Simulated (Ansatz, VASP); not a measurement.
## SrAlH3: VASP beside Ansatz

```
CELL_PARAMETERS angstrom
4.58546 0.00000 0.00000
0.00000 4.58546 0.00000
0.00000 0.00000 4.58546
ATOMIC_POSITIONS crystal
Sr 0.50000 0.50000 0.50000
Al 0.00000 0.00000 0.00000
H 0.00000 0.50000 0.50000
H 0.50000 0.00000 0.50000
H 0.50000 0.50000 0.00000
```

Alike in both runs: task single point; functional LDA; k mesh 5 × 5 × 5; occupations fermi-dirac, width 0.15 eV; no spin polarisation.

```csv
,VASP,Ansatz
version,VASP 6.6.1,Ansatz 0.2.0
potentials or method,"VASP PAW LDA potentials, release 64 (Sr_sv, Al, H), cutoff 520 eV","plane waves, PAW"
valence electrons in the cell,16,16
```

```tsv
	VASP	Ansatz	Ansatz less VASP
pressure (GPa)	-2.1	-2.1	-0.02
```

LDA's correlation is that of Perdew and Zunger in VASP and of Perdew and Wang (1992) in Ansatz.
